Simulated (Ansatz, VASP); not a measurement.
## Two plane-wave programs on BN

The input INCAR:

```
ALGO     = Normal         # electronic algorithm
EDIFF    = 1E-6           # SCF threshold, eV
ENCUT    = 520            # plane-wave cutoff, eV
GGA      = PS             # functional
ISIF     = 2              # what is computed and relaxed
ISMEAR   = 0              # smearing method
LASPH    = T              # aspherical terms in the spheres
LCHARG   = F              # write CHGCAR
LREAL    = F              # projectors in reciprocal space
LWAVE    = F              # write WAVECAR
NBANDS   = 11             # bands
NELM     = 80             # most SCF steps
PREC     = Accurate       # precision mode
SIGMA    = 0.01           # smearing width, eV
```

The input KPOINTS:

```
k-points
0
Gamma
  10 10 6
```

POSCAR

```
BN
1.0
    2.5890008530      0.0000000000      0.0000000000
   -1.2869549750      2.2464799879      0.0000000000
   -0.6510229390     -1.1232405101      3.1201079402
B N
1 1
Direct
    0.9796430000      0.9834990000      0.0018060000
    0.6685060000      0.3323850000      0.9849990000
```

Input for Ansatz:

```yaml
crystal:
  lattice:
    - [2.5890008530493027, 0.0, 0.0]
    - [-1.286954975020723, 2.2464799879397255, 0.0]
    - [-0.6510229390142899, -1.1232405101099205, 3.1201079401714877]
  atoms:
    - { symbol: B, position: [0.979643, 0.983499, 0.001806] }
    - { symbol: "N", position: [0.668506, 0.332385, 0.984999] }
basis:
  ecutwfc: 500.0
kpoints:
  mp_grid:
    grid: [10, 10, 6]
hamiltonian:
  xc: pbesol
  pseudopotentials:
    kind: paw
scf:
  occupations:
    method: fixed
output:
  stress: true
```

Alike in both runs: task single point; functional PBEsol; k mesh 10 × 10 × 6; no spin polarisation.

|  | VASP | Ansatz |
| --- | --- | --- |
| version | VASP 6.6.1 | Ansatz 0.2.0 |
| potentials or method | VASP PAW PBE potentials, release 64 (B, N), cutoff 520 eV | plane waves, PAW |
| occupations | gaussian, width 0.01 eV | fixed |
| valence electrons in the cell | 8 | 8 |

```tsv
	VASP	Ansatz	Ansatz less VASP
pressure (GPa)	-19.9	-20.1	-0.20
traceless stress, the component that is largest in VASP (GPa)	22.63	22.98	+0.346
```

VASP's potentials were made for PBE, not for PBEsol.
